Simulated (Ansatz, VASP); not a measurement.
Two plane-wave programs on PbO2

POSCAR

```
PbO2
1.0
    0.0000000000      2.7019920000      2.7019920000
    2.7019920000      0.0000000000      2.7019920000
    2.7019920000      2.7019920000      0.0000000000
Pb O
1 2
Direct
    0.0000000000      0.0000000000      0.0000000000
    0.2500000000      0.2500000000      0.2500000000
    0.7500000000      0.7500000000      0.7500000000
```

Contents of INCAR.step1:

```
SYSTEM = PbO2
ALGO = Normal ; EDIFF = 1E-5
ENCUT = 660 ; GGA = PE
GGA_COMPAT = .False. ; ISMEAR = -5
LASPH = .True. ; LCHARG = .False.
LREAL = .False. ; LWAVE = .True.
NBANDS = 20 ; NELM = 120
PREC = Accurate ; SIGMA = 0.1
```

INCAR.step2

```
SYSTEM = PbO2
ALGO = Normal ; EDIFF = 1E-6
ENCUT = 660 ; GGA_COMPAT = .False.
ISIF = 2 ; ISMEAR = -5
ISTART = 1 ; LASPH = .True.
LCHARG = .False. ; LMIXTAU = .True.
LREAL = .False. ; LWAVE = .False.
METAGGA = R2SCAN ; NBANDS = 20
NELM = 120 ; PREC = Accurate
SIGMA = 0.1
```

KPOINTS

```
k-points
0
Gamma
  6 6 6
  0 0 0
```

Input for Ansatz:

```yaml
crystal:
  lattice:
    - [0.0, 2.701992, 2.701992]
    - [2.701992, 0.0, 2.701992]
    - [2.701992, 2.701992, 0.0]
  atoms:
    - { symbol: Pb, position: [0.0, 0.0, 0.0] }
    - { symbol: O, position: [0.25, 0.25, 0.25] }
    - { symbol: O, position: [0.75, 0.75, 0.75] }
basis:
  ecutwfc: 500
kpoints:
  mp_grid: { grid: [6, 6, 6] }
hamiltonian:
  xc: r2scan
scf:
  occupations: { method: tetrahedron }
output:
  forces: true
  stress: true
  eigenvalues: true
```

Alike in both runs: task single point; functional r2SCAN; k mesh 6 × 6 × 6; occupations tetrahedron; no spin polarisation.

|  | VASP | Ansatz |
| --- | --- | --- |
| version | VASP 6.6.1 | Ansatz 0.2.0 |
| potentials or method | VASP PAW PBE potentials, release 64 (Pb_d, O), cutoff 660 eV | scalar-relativistic, plane waves, PAW |
| valence electrons in the cell | 26 | 26 |

```csv
,VASP,Ansatz,Ansatz less VASP
gap on the k mesh at the Fermi level (eV),none,none,-
pressure (GPa),-6.3,-7.1,-0.73
```

VASP's potentials were made for PBE, not for r2SCAN. A gap of «none» marks a metal or a gap that the smearing closes. The functional is the same, so the differences come from potentials, cutoffs and numerics. Ansatz's warnings: band table not solved further, tetrahedron derivatives may miss energy slope.

Spin-orbit coupling is off throughout.
